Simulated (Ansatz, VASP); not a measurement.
# One calculation of Na, two programs

```xyz
1
Lattice="0.0000 2.0408 2.0408 2.0408 0.0000 2.0408 2.0408 2.0408 0.0000" Properties=species:S:1:pos:R:3 pbc="T T T"
Na    0.0000    0.0000    0.0000
```

Change from the starting cell: volume scaled by 0.509, to set the pressure.

Alike in both runs: task single point; functional LDA; k mesh 16 × 16 × 16; occupations fermi-dirac, width 0.1 eV; no spin polarisation.

|  | VASP | Ansatz |
| --- | --- | --- |
| version | VASP 6.6.1 | Ansatz 0.2.0 |
| potentials or method | VASP PAW LDA potentials, release 64 (Na_pv) | PAW with Ansatz's default frozen-core files, scalar-relativistic |
| plane-wave cutoff (eV) | 500 | 420 |
| valence electrons in the cell | 7 | 9 |

```tsv
	VASP	Ansatz	Ansatz less VASP
pressure (GPa)	21.9	22.0	+0.14
```

LDA's correlation is that of Perdew and Zunger in VASP and of Perdew and Wang (1992) in Ansatz. VASP's potentials hold 7 valence electrons a cell and Ansatz's 9, so a difference there can come from the potentials and not from the codes.
